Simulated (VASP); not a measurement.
# LiSi2 in VASP: notebook, part 2 of 3

VASP 6.6.1. Earlier steps stand in the parts before.

### Step 4. Single point, PBE

This run uses another cell than the first one: it holds 12 atoms, not 6.

The input, INCAR:

```
SYSTEM = LiSi2
  ALGO = Normal
  EDIFF = 1E-7
  ENCUT = 520
  GGA = PE
  ISIF = 2
  ISMEAR = 0
  LASPH = .True.
  LCHARG = .False.
  LREAL = .False.
  LWAVE = .False.
  NBANDS = 34
  NELM = 60
  PREC = Accurate
  SIGMA = 0.2
```

The input, KPOINTS:

```
k-points
0
Gamma
  6 6 2
  0 0 0
```

The input, POSCAR:

```
LiSi2
1.0
    4.2810457579     -0.0128118752     -0.0003734082
   -2.1518536203      3.7061693567     -0.0003346604
    0.0003291410      0.0005753607     11.3951977528
Li Si
4 8
Direct
   -0.0020401708      0.0006652510      0.1249803503
   -0.0017826785      0.0007890745      0.6250195209
    0.0021098022     -0.0005839258      0.3749916587
    0.0016873651     -0.0008817266      0.8750182723
    0.6662359793      0.3334673654      0.0175936768
    0.6664365227      0.3336087774      0.5175572613
    0.3337147860      0.6664990013      0.2675824860
    0.3336345200      0.6664328822      0.7675736000
    0.6663511365      0.3335589660      0.2324357932
    0.6663056116      0.3335106588      0.7324018379
    0.3337766487      0.6665363474      0.4824284047
    0.3335704772      0.6663973282      0.9824171382
```

Potentials or basis: VASP PAW PBE potentials, release 64 (Li_sv, Si).

Run with:

```console
$ cat potpaw_PBE.64/Li_sv/POTCAR potpaw_PBE.64/Si/POTCAR > POTCAR
$ mpirun -np 1 vasp_std > vasp.out
```

OUTCAR:

```text
SYSTEM = LiSi2
   EDIFF = 1E-7
   ENCUT = 520
   GGA = PE
   ISIF = 2
   ISMEAR = 0
   LASPH = .True.
   LREAL = .False.
   NELM = 60
   PREC = Accurate

 ion  position               nearest neighbor table
   1  0.998  0.001  0.125-   5 2.76   9 2.76   5 2.76   9 2.76   5 2.76   9 2.76
   2  0.998  0.001  0.625-   6 2.76  10 2.76  10 2.76  10 2.76   6 2.76   6 2.76
   3  0.002  0.999  0.375-   7 2.76  11 2.76   7 2.76  11 2.76   7 2.76  11 2.76
   4  0.002  0.999  0.875-  12 2.76  12 2.76   8 2.76   8 2.76  12 2.76   8 2.76
   5  0.666  0.333  0.018-   9 2.45  12 2.50  12 2.50  12 2.51   1 2.76   1 2.76   1 2.76
   6  0.666  0.334  0.518-  10 2.45  11 2.50  11 2.50  11 2.51   2 2.76   2 2.76   2 2.76
   7  0.334  0.666  0.268-  11 2.45   9 2.50   9 2.50   9 2.51   3 2.76   3 2.76   3 2.76
   8  0.334  0.666  0.768-  12 2.45  10 2.50  10 2.50  10 2.51   4 2.76   4 2.76   4 2.76
   9  0.666  0.334  0.232-   5 2.45   7 2.50   7 2.50   7 2.51   1 2.76   1 2.76   1 2.76
  10  0.666  0.334  0.732-   6 2.45   8 2.50   8 2.50   8 2.51   2 2.76   2 2.76   2 2.76
  11  0.334  0.667  0.482-   7 2.45   6 2.50   6 2.50   6 2.51   3 2.76   3 2.76   3 2.76
  12  0.334  0.666  0.982-   8 2.45   5 2.50   5 2.50   5 2.51   4 2.76   4 2.76   4 2.76

  LATTYP: Found a triclinic cell.
 ALAT       =     4.2631384151
 B/A-ratio  =     1.0042050077
 C/A-ratio  =     2.6729598391
 COS(alpha) =     0.0000584903
 COS(beta)  =     0.0001079218
 COS(gamma) =     0.4968474860

  Lattice vectors:

 A1 = (   2.1291921376,   3.6933574815,  -0.0007080686)
 A2 = (   4.2810457579,  -0.0128118752,  -0.0003734082)
 A3 = (  -0.0003291410,  -0.0005753607, -11.3951977528)

Analysis of symmetry for initial positions (statically):
=====================================================================
 Subroutine PRICEL returns:
 Original cell was already a primitive cell.

 Routine SETGRP: Setting up the symmetry group for a
 triclinic supercell.

 Subroutine GETGRP returns: Found  1 space group operations
 (whereof  1 operations were pure point group operations)
 out of a pool of  2 trial point group operations.
[... 160 lines left out ...]
   GGA     = PE    functional components
   LHFCALC =     F    Hartree Fock is set to
   AEXX    =    0.0000 exact exchange contribution
   IVDW    =     0    specifies the selected vdW correction
   LEPSILON=     F    determine dielectric tensor
   LRPA    =     F    only Hartree local field effects (RPA)
 non-spin polarized calculation
 Gauss-broadening in eV      SIGMA  =   0.20
  energy-cutoff  :      520.00
  volume of cell :      180.49
 maximum number of plane-waves:      4895
   NGX = 15   NGY = 15   NGZ = 43

 number of electron      44.0000016 magnetization

 Free energy of the ion-electron system (eV)
  ---------------------------------------------------
  ext. energy  EPLUGINS =         0.00000000
  ---------------------------------------------------
  free energy    TOTEN  =       -51.46773477 eV

  energy without entropy =      -51.43541196  energy(sigma->0) =      -51.45157336

 E-fermi :   6.9310     XC(G=0):  -9.9557

 val. band max:        6.9103438525   @ k =   0.0000   0.0000   0.0000
 cond. band min:       7.1141146201   @ k =   0.3333  -0.0000   0.5000
 fundamental gap:      0.2037707677
 Fermi energy:         6.9310431807

 k-point     1 :       0.0000    0.0000    0.0000
  band No.  band energies     occupation
      1     -39.7042      2.00000
      2     -39.6971      2.00000
      3     -39.6970      2.00000
      4     -39.6900      2.00000
      5      -5.2862      2.00000
      6      -4.2910      2.00000
[... 877 lines left out ...]
     33      12.8770      0.00000
     34      12.8772      0.00000

 [... further k-points ...]
[... 5 lines left out ...]
  --------------------------------------------------------------------------------------
  -------------------------------------------------------------------------------------
  Total       -0.1752772     -0.1449302     -0.3054812      0.0593370      0.0065652      0.0042893
  in kB       -1.5559455     -1.2865534     -2.7117734      0.5267382      0.0582796      0.0380764
  external PRESSURE =      -1.8514241 kB  Pullay stress =       0.0000000 kB

 VOLUME and BASIS-vectors are now :
 -----------------------------------------------------------------------------
  energy-cutoff  :      520.00
  volume of cell :      180.49
      direct lattice vectors                 reciprocal lattice vectors
     4.281045758 -0.012811875 -0.000373408     0.233994374  0.135860396 -0.000013619
    -2.151853620  3.706169357 -0.000334660     0.000808895  0.270290028 -0.000013671
     0.000329141  0.000575361 11.395197753     0.000007691  0.000012390  0.087756265

 POSITION                                       TOTAL-FORCE (eV/Angst)
 -----------------------------------------------------------------------------------
      4.27092     -0.01025      1.42380         0.003448      0.000648      0.000733
      4.27192     -0.00950      7.12185         0.002468      0.000180     -0.000669
     -2.14144      3.70419      4.27277        -0.003472     -0.000932      0.000239
     -2.14244      3.70338      9.97067        -0.002214      0.000217     -0.000518
      2.13462      1.22736      0.20012         0.000840     -0.000978     -0.002035
      2.13534      1.22817      5.89731         0.000479     -0.001756     -0.000554
     -0.00547      2.46604      3.04881        -0.000960      0.001231     -0.001348
     -0.00551      2.46608      8.74631        -0.000962      0.001184     -0.001417
      2.13499      1.22782      2.64829         0.000755     -0.001437      0.000983
      2.13506      1.22793      8.34550         0.001121     -0.000979      0.002062
     -0.00522      2.46630      5.49702        -0.000935      0.001212      0.000762
     -0.00564      2.46607     11.19449        -0.000569      0.001409      0.001763
 -----------------------------------------------------------------------------------
    total drift:                                0.000005      0.000004      0.000002

  FREE ENERGIE OF THE ION-ELECTRON SYSTEM (eV)
  ---------------------------------------------------
  free  energy   TOTEN  =       -51.4677347707 eV

  energy  without entropy=      -51.4354119557  energy(sigma->0) =      -51.45157336
```

stdout:

```text
POSCAR found type information on POSCAR LiSi
 POSCAR found :  2 types and      12 ions
 scaLAPACK will be used
 LDA part: xc-table for (Slater+PW92), standard interpolation
 POSCAR, INCAR and KPOINTS ok, starting setup
 FFT: planning ... GRIDC
 FFT: planning ... GRID_SOFT
 FFT: planning ... GRID
 WAVECAR not read
 entering main loop
```

It took 9.9 min on 1 thread of Oxide Virtual Turin-like, shared host; peak memory 0.33 GiB.

Results:

* Free energy: -51.4677 eV
* Largest force: 0.004 eV/Å
* Band gap on the k mesh: zero (band 22 reaches 8.89 eV, above the bottom of band 23 at 6.12 eV)

Forces on the atoms (eV/Å):
```
Li   0.003  0.001  0.001
Li   0.002  0.000 -0.001
Li  -0.003 -0.001  0.000
Li  -0.002  0.000 -0.001
Si   0.001 -0.001 -0.002
Si   0.000 -0.002 -0.001
Si  -0.001  0.001 -0.001
Si  -0.001  0.001 -0.001
Si   0.001 -0.001  0.001
Si   0.001 -0.001  0.002
Si  -0.001  0.001  0.001
Si  -0.001  0.001  0.002
```

Levels at points of the mesh, in eV from the Fermi level:
| k point | band 20 | band 21 | band 22 | band 23 | band 24 | band 25 |
| --- | --- | --- | --- | --- | --- | --- |
| (0.00, 0.00, 0.00) | -1.01 | -0.85 | -0.82 | -0.81 | -0.78 | -0.02 |
| (0.50, 0.00, 0.00) | -2.00 | -1.89 | -0.36 | -0.36 | 0.20 | 1.53 |
| (0.00, 0.50, 0.00) | -1.99 | -1.87 | -0.36 | -0.36 | 0.22 | 1.54 |
| (0.50, 0.50, 0.00) | -1.95 | -1.81 | -0.33 | -0.33 | 0.29 | 1.58 |
| (0.00, 0.00, 0.50) | -1.45 | -1.41 | -1.41 | -0.47 | -0.47 | -0.45 |
| (0.50, 0.00, 0.50) | -2.17 | -1.59 | -1.59 | -0.12 | -0.12 | 2.69 |
| (0.00, 0.50, 0.50) | -2.17 | -1.58 | -1.58 | -0.10 | -0.10 | 2.70 |
| (0.50, 0.50, 0.50) | -2.17 | -1.53 | -1.53 | -0.03 | -0.03 | 2.73 |

Caveat: the cutoff is under 1.25 times the usual one of these potentials, so pressure, stress and relaxed cells hold a basis-set (Pulay) error.

(Continued in part 3 of 3.)
